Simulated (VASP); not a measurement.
The system is Rh.

```xyz
2
Lattice="2.7310 0.0000 0.0000 -1.3655 2.3651 0.0000 0.0000 0.0000 4.4285" Properties=species:S:1:pos:R:3 pbc="T T T"
Rh    1.3655    0.7884    3.3214
Rh    0.0000    1.5767    1.1071
```

Program: VASP 6.6.1. Alike in all runs: task single point; level r2SCAN; potentials or basis VASP PAW PBE potentials, release 64 (Rh_pv); no spin polarisation; cell as given; cutoff (eV) 520; smearing fermi-dirac 0.1 eV. Hardware: 1 thread of AMD EPYC 7R13 Processor (Zen 3) (shared host).

Order these runs on this cell by their wall time, lowest first.
A. k mesh 6 × 6 × 3
B. k mesh 12 × 12 × 6
C. k mesh 3 × 3 × 2

C (14 s), A (29 s), B (96 s).

Caveats: some runs use coarse meshes.
